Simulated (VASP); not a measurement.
Runs of VASP 6.6.1 on WS2 (Tungstenite). The structure is that of space group P6_3/mmc (No. 194), or close to it. The cells are those of the table. 

```tsv
task	level	cell	k mesh	cutoff (eV)	smearing	gap on the mesh (eV)	pressure (GPa)	relaxed volume (Å³/atom)	largest force (eV/Å)
single point	r2SCAN	a = 3.154, b = 3.154, c = 12.143 Å, angles 90.0, 90.0, 120.0°, 6 atoms	12 × 12 × 4	520	gaussian 0.02 eV	1.01	2.4	-	0.26
relaxation of cell and atoms	PBE+D3(BJ)	relaxed from a = 3.154, b = 3.154, c = 12.143 Å, angles 90.0, 90.0, 120.0°, 6 atoms	12 × 12 × 4	600	gaussian 0.01 eV	0.91	0.0	17.44	-
single point	PBE+D3(BJ)	a = 3.180, b = 3.180, c = 12.500 Å, angles 90.0, 90.0, 120.0°, 6 atoms	6 × 6 × 2	520	gaussian 0.1 eV	1.06	(a)	-	(b)
relaxation of shape and atoms at fixed volume	PBE+D3(BJ)	relaxed from a = 3.196, b = 3.196, c = 12.536 Å, angles 90.0, 90.0, 120.0°, 6 atoms	12 × 12 × 4	600	gaussian 0.02 eV	(c)	-2.0	-	0.01
relaxation of cell and atoms	PBE+D3(BJ)	relaxed from a = 3.180, b = 3.180, c = 12.500 Å, angles 90.0, 90.0, 120.0°, 6 atoms	12 × 12 × 4	600	gaussian 0.02 eV	0.91	0.0	17.43	-
single point	PBE+D3(BJ)	a = 3.154, b = 3.154, c = 12.143 Å, angles 90.0, 90.0, 120.0°, 6 atoms	12 × 12 × 4	520	gaussian 0.02 eV	0.91	0.0	-	-
single point	PBE+D3(BJ)	a = 3.154, b = 3.154, c = 12.140 Å, angles 90.0, 90.0, 120.0°, 6 atoms	12 × 12 × 4	520	gaussian 0.01 eV	0.91	0.0	-	-
```

Alike in all rows: potentials or basis VASP PAW PBE potentials, release 64 (W_sv, S); no spin polarisation.

Task: Fill in the values left out.

Result: (a) -1.6; (b) 0.14; (c) 1.14.

Caveats: spin-orbit coupling is left out, which moves the levels of the heavy elements; the PAW data sets were made with another functional, which shifts forces and pressure a little (some runs).

A k mesh can miss the band edges, and the runs leave out spin-orbit coupling on W.
